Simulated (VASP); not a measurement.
# Ir in VASP: notebook

Ir is run at these levels: PBEsol; tasks: single point.

Program: VASP 6.6.1. These are calculated values, not measurements. Logs are shortened: lines on timing, memory, paths and dates and some standing lists are left out, and cuts for length are marked.

## (1) The cell of the first run

The structure is cubic, space group Fm-3m (No. 225). Conventional cell: a = 3.830 Å, b = 3.830 Å, c = 3.830 Å, α = 90.00°, β = 90.00°, γ = 90.00°. Ir (site symmetry m-3m) has 12 Ir at 2.71 Å within 3.6 Å.

## (2) Single point, PBEsol

File INCAR:

```
PREC = Accurate ; ENCUT = 520
EDIFF = 1E-7 ; ISMEAR = 0
SIGMA = 0.1 ; LREAL = False
LASPH = True ; NELM = 80
ALGO = Fast ; ISIF = 2
LWAVE = False ; LCHARG = False
GGA = PS ; NBANDS = 16
```

File KPOINTS:

```
Automatic mesh
0
Gamma
  20 20 14
```

File POSCAR:

```
Ir
1.0
    1.9150713598      1.9150713598      0.0000000000
   -1.9150713598      1.9150713598      0.0000000000
    0.0000000000      0.0000000000      3.8301427196
Ir
2
Direct
    0.0000000000      0.0000000000      0.0000000000
    0.5000000000      0.5000000000      0.5000000000
```

Potentials or basis: VASP PAW PBE potentials, release 64 (Ir).

Launch:

```
> cat potpaw_PBE.64/Ir/POTCAR > POTCAR
> mpirun -np 1 vasp_std > vasp.out
```

OUTCAR:

```text
PREC = Accurate
   ENCUT = 520
   EDIFF = 1E-7
   ISMEAR = 0
   LREAL = False
   LASPH = True
   NELM = 80
   ISIF = 2
   GGA = PS

 ion  position               nearest neighbor table
   1  0.000  0.000  0.000-   2 2.71   2 2.71   2 2.71   2 2.71   2 2.71   2 2.71   2 2.71   2 2.71

   2  0.500  0.500  0.500-   1 2.71   1 2.71   1 2.71   1 2.71   1 2.71   1 2.71   1 2.71   1 2.71

  LATTYP: Found a simple tetragonal cell.
 ALAT       =     2.7083198899
 C/A-ratio  =     1.4142135624

  Lattice vectors:

 A1 = (   1.9150713598,   1.9150713598,   0.0000000000)
 A2 = (  -1.9150713598,   1.9150713598,   0.0000000000)
 A3 = (   0.0000000000,   0.0000000000,   3.8301427196)

Analysis of symmetry for initial positions (statically):
=====================================================================
 Subroutine PRICEL returns following result:

  LATTYP: Found a face centered cubic cell.
 ALAT       =     3.8301427196

  Lattice vectors:

 A1 = (   0.0000000000,  -1.9150713598,  -1.9150713598)
 A2 = (   1.9150713598,   0.0000000000,  -1.9150713598)
 A3 = (   1.9150713598,  -1.9150713598,  -0.0000000000)

   2 primitive cells build up your supercell.

 Routine SETGRP: Setting up the symmetry group for a
 simple tetragonal supercell.

 Subroutine GETGRP returns: Found 16 space group operations
 (whereof 16 operations were pure point group operations)
 out of a pool of 16 trial point group operations.

The static configuration has the point symmetry D_4h.

Analysis of symmetry for dynamics (positions and initial velocities):
=====================================================================
 Subroutine PRICEL returns following result:

  LATTYP: Found a face centered cubic cell.
 ALAT       =     3.8301427196

  Lattice vectors:

 A1 = (   0.0000000000,  -1.9150713598,  -1.9150713598)
 A2 = (   1.9150713598,   0.0000000000,  -1.9150713598)
 A3 = (   1.9150713598,  -1.9150713598,  -0.0000000000)

   2 primitive cells build up your supercell.

 Routine SETGRP: Setting up the symmetry group for a
 simple tetragonal supercell.

 Subroutine GETGRP returns: Found 16 space group operations
 (whereof 16 operations were pure point group operations)
 out of a pool of 16 trial point group operations.

The dynamic configuration has the point symmetry D_4h.

[... 92 lines left out ...]
   LSORBIT =      F    spin-orbit coupling
   LASPH  =      T    aspherical Exc in radial PAW
   ENCUT  =  520.0 eV  38.22 Ry    6.18 a.u.   5.04  5.04  7.12*2*pi/ulx,y,z
   NELM   =     80;   NELMIN=  2; NELMDL= -5     # of ELM steps
   EDIFF  = 0.1E-06   stopping-criterion for ELM
   LREAL  =      F    real-space projection
   EDIFFG = 0.1E-05   stopping-criterion for IOM
   NSW    =      0    number of steps for IOM
   IBRION =     -1    ionic relax: 0-MD 1-quasi-New 2-CG
   NFREE  =      0    steps in history (QN), initial steepest desc. (CG)
   ISIF   =      2    stress and relaxation
   ISYM   =      2    0-nonsym 1-usesym 2-fastsym
   POTIM  = 0.5000    time-step for ionic-motion
   TEBEG  =    0.0;   TEEND  =   0.0 temperature during run
   PSTRESS=    0.0 pullay stress
   NELECT =      18.0000    total number of electrons
   NUPDOWN=      -1.0000    fix difference up-down
   EMIN   =  10.00;   EMAX   =-10.00  energy-range for DOS
   EFERMI =   0.00;   METHOD = LEGACY
   ISMEAR =     0;   SIGMA  =   0.10  broadening in eV -4-tet -1-fermi 0-gaus
   EFERMI_NEDOS =   21; number of points for ismear=-14 and -15
   IALGO  =     68    algorithm
   IMIX   =      4    mixing-type and parameters
     AMIX     =   0.40;   BMIX     =  1.00
     AMIX_MAG =   1.60;   BMIX_MAG =  1.00
  volume/ion in A,a.u.               =      14.05        94.79
  Fermi-wavevector in a.u.,A,eV,Ry     =   1.411326  2.667020 27.100647  1.991841
  Thomas-Fermi vector in A             =   2.533189
   LORBIT       =      0    0 simple, 1 ext, 2 COOP (PROOUT), +10 PAW based schemes
   GGA     = PS    functional components
   LHFCALC =     F    Hartree Fock is set to
   AEXX    =    0.0000 exact exchange contribution
   IVDW    =     0    specifies the selected vdW correction
   LEPSILON=     F    determine dielectric tensor
   LRPA    =     F    only Hartree local field effects (RPA)
 non-spin polarized calculation
 RMM-DIIS sequential band-by-band and
 Gauss-broadening in eV      SIGMA  =   0.10
  energy-cutoff  :      520.00
  volume of cell :       28.09
 maximum number of plane-waves:       782
   NGX = 11   NGY = 11   NGZ = 15

 number of electron      17.9999995 magnetization

 Free energy of the ion-electron system (eV)
  ---------------------------------------------------
  ext. energy  EPLUGINS =         0.00000000
  ---------------------------------------------------
  free energy    TOTEN  =       -19.64560787 eV

  energy without entropy =      -19.63724325  energy(sigma->0) =      -19.64142556

 E-fermi :  10.3473     XC(G=0): -14.1436

 val. band max:       10.3465989561   @ k =   0.3000   0.2500   0.0000
 cond. band min:      10.3506449718   @ k =   0.3500   0.0500   0.0000
 fundamental gap:      0.0040460157
 Fermi energy:        10.3473488740

 k-point     1 :       0.0000    0.0000    0.0000
  band No.  band energies     occupation
      1      -0.8977      2.00000
      2       2.3443      2.00000
      3       2.9245      2.00000
      4       6.4220      2.00000
      5       6.4220      2.00000
      6       6.4245      2.00000
[... 433 lines left out ...]
      3       3.9787      2.00000
      4       5.5221      2.00000
      5       7.1011      2.00000
      6       7.1759      2.00000
[... 8 lines left out ...]
     15      24.1070      0.00000
     16      27.0150      0.00000

 [... further k-points ...]

------------------------ aborting loop because EDIFF is reached ----------------------------------------

  FORCE on cell =-STRESS in cart. coord.  units (eV):
  Direction    XX          YY          ZZ          XY          YZ          ZX
  --------------------------------------------------------------------------------------
  -------------------------------------------------------------------------------------
  Total        0.1727604      0.1727604      0.1909658      0.0000000     -0.0000000     -0.0000000
  in kB        9.8523519      9.8523519     10.8905866      0.0000000     -0.0000000     -0.0000000
  external PRESSURE =      10.1984301 kB  Pullay stress =       0.0000000 kB

 VOLUME and BASIS-vectors are now :
 -----------------------------------------------------------------------------
  energy-cutoff  :      520.00
  volume of cell :       28.09
      direct lattice vectors                 reciprocal lattice vectors
     1.915071360  1.915071360  0.000000000     0.261086877  0.261086877  0.000000000
    -1.915071360  1.915071360  0.000000000    -0.261086877  0.261086877  0.000000000
     0.000000000  0.000000000  3.830142720     0.000000000  0.000000000  0.261086877

 POSITION                                       TOTAL-FORCE (eV/Angst)
 -----------------------------------------------------------------------------------
      0.00000      0.00000      0.00000         0.000000      0.000000      0.000000
      0.00000      1.91507      1.91507        -0.000000     -0.000000      0.000000
 -----------------------------------------------------------------------------------
    total drift:                               -0.000000      0.000000      0.000000

  FREE ENERGIE OF THE ION-ELECTRON SYSTEM (eV)
  ---------------------------------------------------
  free  energy   TOTEN  =       -19.6456078660 eV

  energy  without entropy=      -19.6372432480  energy(sigma->0) =      -19.64142556
```

OSZICAR:

```text
N       E                     dE             d eps       ncg     rms          rms(c)
DAV:   1     0.145390354579E+03    0.14539E+03   -0.83031E+03 16944   0.112E+03
DAV:   2    -0.171624625995E+02   -0.16255E+03   -0.14679E+03 16904   0.310E+02
DAV:   3    -0.208665874640E+02   -0.37041E+01   -0.36588E+01 23232   0.565E+01
DAV:   4    -0.209084908571E+02   -0.41903E-01   -0.41892E-01 19312   0.507E+00
DAV:   5    -0.209096431905E+02   -0.11523E-02   -0.11523E-02 23352   0.873E-01    0.228E+01
RMM:   6    -0.198412645297E+02    0.10684E+01   -0.11525E+00 17104   0.117E+01    0.869E+00
RMM:   7    -0.196523834122E+02    0.18888E+00   -0.60833E-01 17792   0.584E+00    0.209E+00
RMM:   8    -0.196550535806E+02   -0.26702E-02   -0.75546E-02 19411   0.292E+00    0.185E+00
RMM:   9    -0.196531092752E+02    0.19443E-02   -0.17104E-02 20060   0.934E-01    0.107E+00
RMM:  10    -0.196453534218E+02    0.77559E-02   -0.17053E-02 17773   0.174E+00    0.650E-01
RMM:  11    -0.196456995440E+02   -0.34612E-03   -0.10580E-03 19035   0.325E-01    0.487E-01
RMM:  12    -0.196457020921E+02   -0.25482E-05   -0.27413E-04 20878   0.112E-01    0.386E-01
RMM:  13    -0.196456866825E+02    0.15410E-04   -0.35755E-05 19364   0.376E-02    0.349E-01
RMM:  14    -0.196456101976E+02    0.76485E-04   -0.24543E-04 25864   0.158E-01    0.495E-02
RMM:  15    -0.196456074700E+02    0.27276E-05   -0.13128E-05 20338   0.347E-02    0.637E-03
RMM:  16    -0.196456076026E+02   -0.13263E-06   -0.22121E-06 19282   0.115E-02    0.548E-03
RMM:  17    -0.196456078118E+02   -0.20920E-06   -0.25035E-07 14072   0.375E-03    0.577E-03
RMM:  18    -0.196456078660E+02   -0.54222E-07   -0.20418E-07 11984   0.423E-03
   1 F= -.19645608E+02 E0= -.19641426E+02  d E =-.836462E-02
```

stdout:

```text
POSCAR found type information on POSCAR Ir
 POSCAR found :  1 types and       2 ions
 scaLAPACK will be used
 -----------------------------------------------------------------------------
|                                                                             |
|                                                                             |
|     You enforced a specific xc type in the INCAR file but a different       |
|     I HOPE YOU KNOW WHAT YOU ARE DOING!                                     |
|                                                                             |
 -----------------------------------------------------------------------------

 LDA part: xc-table for (Slater+PW92), standard interpolation
 POSCAR, INCAR and KPOINTS ok, starting setup
 FFT: planning ... GRIDC
 FFT: planning ... GRID_SOFT
 FFT: planning ... GRID
 WAVECAR not read
 entering main loop
```

Wall time 88 s (1 thread of Intel Xeon 6975P-C (Granite Rapids), shared host); peak memory 0.3 GiB.

What came out:

- Free energy: -19.6456 eV
- Pressure: 1.0 GPa
- Band gap on the k mesh: zero (bands 9 and 10 overlap by 3.42 eV)

Levels at points of the mesh, in eV from the Fermi level:
```
           k point  band 5  band 6  band 7  band 8  band 9  band 10  band 11  band 12  band 13  band 14
(0.00, 0.00, 0.00)   -3.93   -3.92   -1.18   -1.18    0.92     1.52     1.52     1.67    10.58    11.72
(0.50, 0.00, 0.00)   -4.61   -4.61   -2.44   -2.44   -1.37    -1.37     2.91     2.91    11.69    11.69
(0.50, 0.50, 0.00)    0.92    0.92    1.52    1.52    1.52     1.52     1.67     1.67    10.58    10.58
(0.00, 0.00, 0.50)   -3.07   -3.07   -1.89   -1.89   -1.89    -1.89    -0.21    -0.21    17.97    17.98
(0.50, 0.00, 0.50)   -4.02   -4.02   -0.82   -0.82    0.94     0.94     0.94     0.94     7.32     7.32
(0.50, 0.50, 0.50)   -4.93   -4.93   -1.80   -1.80    1.53     1.53     8.25     8.25     9.11     9.11
```

Caveat: the PAW data sets were made with another functional, which shifts forces and pressure a little; spin-orbit coupling is left out, which moves the levels of the heavy elements.

## (3) Single point, PBEsol (biaxial strain in the a-b plane: +1.0 %, then relaxed in part)

File INCAR:

```
PREC = Accurate
ENCUT = 520
EDIFF = 1E-6
ISMEAR = 0
SIGMA = 0.1
LREAL = False
LASPH = True
NELM = 100
ALGO = Fast
ISIF = 2
LWAVE = False
LCHARG = True
GGA = PS
LELF = True
LVHAR = True
NBANDS = 16
```

KPOINTS is that of step 2.

File POSCAR:

```
Ir
1.0
    1.9342220734      1.9342220734      0.0000000000
   -1.9342220734      1.9342220734      0.0000000000
    0.0000000000      0.0000000000      3.8010501135
Ir
2
Direct
    0.0000000000      0.0000000000      0.0000000000
    0.5000000000      0.5000000000      0.5000000000
```

Potentials or basis: VASP PAW PBE potentials, release 64 (Ir).

Launch:

```
> cat potpaw_PBE.64/Ir/POTCAR > POTCAR
> mpirun -np 1 vasp_std > vasp.out
```

Run time: 79 s. Hardware: 1 thread of Intel Xeon 6975P-C (Granite Rapids), shared host; peak memory 0.3 GiB.

The run converged. Its results:

```
Free energy            : -19.6357 eV
Pressure               : -3.6 GPa
Band gap on the k mesh : zero (bands 9 and 10 overlap by 3.47 eV)
```

Stress tensor (GPa, compression positive):
```
-5.82  0.00  0.00
 0.00 -5.82  0.00
 0.00  0.00  0.91
```

Levels at points of the mesh, in eV from the Fermi level:
| k point | band 7 | band 8 | band 9 | band 10 | band 11 | band 12 |
| --- | --- | --- | --- | --- | --- | --- |
| (0.00, 0.00, 0.00) | -1.31 | -1.01 | 0.88 | 1.50 | 1.50 | 1.92 |
| (0.50, 0.00, 0.00) | -2.44 | -2.44 | -1.40 | -1.40 | 2.72 | 2.72 |
| (0.50, 0.50, 0.00) | 1.36 | 1.36 | 1.55 | 1.55 | 1.59 | 1.59 |
| (0.00, 0.00, 0.50) | -1.92 | -1.92 | -1.92 | -1.92 | -0.30 | -0.30 |
| (0.50, 0.00, 0.50) | -0.78 | -0.78 | 0.85 | 0.85 | 0.98 | 0.98 |
| (0.50, 0.50, 0.50) | -1.71 | -1.71 | 1.37 | 1.37 | 7.92 | 7.92 |

Caveat: the cell differs from its parent crystal (biaxial strain in the a-b plane: +1.0 %, then relaxed in part); the stress differs along the axes, from -6 to 1 GPa; the PAW data sets were made with another functional, which shifts forces and pressure a little; spin-orbit coupling is left out, which moves the levels of the heavy elements.

## (4) Single point, PBEsol

File INCAR:

```
PREC = Accurate ; ENCUT = 560
EDIFF = 1E-6 ; ISMEAR = 0
SIGMA = 0.1 ; LREAL = False
LASPH = True ; NELM = 120
ALGO = Normal ; ISIF = 2
LWAVE = False ; LCHARG = False
GGA = PS ; NBANDS = 24
GGA_COMPAT = False
```

KPOINTS is that of step 3.

File POSCAR:

```
Ir
1.0
    1.9150713598      1.9150713598      0.0000000000
   -1.9150713598      1.9150713598      0.0000000000
    0.0000000000      0.0000000000      3.8301427196
Ir
2
Direct
    0.0000000000      0.0000000000      0.0000000000
    0.5000000000      0.5000000000      0.5000000000
```

Potentials or basis: VASP PAW PBE potentials, release 64 (Ir_sv_GW).

Launch:

```
> cat potpaw_PBE.64/Ir_sv_GW/POTCAR > POTCAR
> mpirun -np 1 vasp_std > vasp.out
```

Run time: 4.2 min. Hardware: 1 thread of AMD EPYC 7R13 (Zen 3), shared host; peak memory 0.4 GiB.

It converged, with:

```
Free energy            : -20.8048 eV
Pressure               : -1.8 GPa
Band gap on the k mesh : zero (bands 17 and 18 overlap by 3.43 eV)
```

Levels at points of the mesh, in eV from the Fermi level:
```csv
k point,band 14,band 15,band 16,band 17,band 18,band 19,band 20,band 21
"(0.00, 0.00, 0.00)",-3.91,-1.17,-1.17,0.93,1.53,1.53,1.67,10.61
"(0.50, 0.00, 0.00)",-4.61,-2.44,-2.44,-1.38,-1.38,2.93,2.93,11.57
"(0.50, 0.50, 0.00)",0.93,1.53,1.53,1.53,1.53,1.67,1.67,10.61
"(0.00, 0.00, 0.50)",-3.07,-1.89,-1.89,-1.89,-1.89,-0.21,-0.21,17.62
"(0.50, 0.00, 0.50)",-4.02,-0.80,-0.80,0.95,0.95,0.95,0.95,7.34
"(0.50, 0.50, 0.50)",-4.92,-1.82,-1.82,1.54,1.54,8.18,8.18,9.08
```

Caveat: the PAW data sets were made with another functional, which shifts forces and pressure a little; spin-orbit coupling is left out, which moves the levels of the heavy elements.

## (5) The runs side by side

| potentials or basis | cell | cutoff (eV) | gap on the mesh (eV) | pressure (GPa) |
| --- | --- | --- | --- | --- |
| VASP PAW PBE potentials, release 64 (Ir) | a = 2.708, b = 2.708, c = 3.830 Å, 2 atoms | 520 | none | 1.0 |
| VASP PAW PBE potentials, release 64 (Ir) | a = 2.735, b = 2.735, c = 3.801 Å, 2 atoms | 520 | none | -3.6 |
| VASP PAW PBE potentials, release 64 (Ir_sv_GW) | a = 2.708, b = 2.708, c = 3.830 Å, 2 atoms | 560 | none | -1.8 |

Alike in all rows: task single point; level PBEsol; no spin polarisation; k mesh 20 × 20 × 14; smearing gaussian 0.1 eV.

Caveats: the PAW data sets were made with another functional, which shifts forces and pressure a little; spin-orbit coupling is left out, which moves the levels of the heavy elements; the stress differs along the axes, from -6 to 1 GPa (at least some runs).

Absolute energies hang on the potentials; compare differences alone.
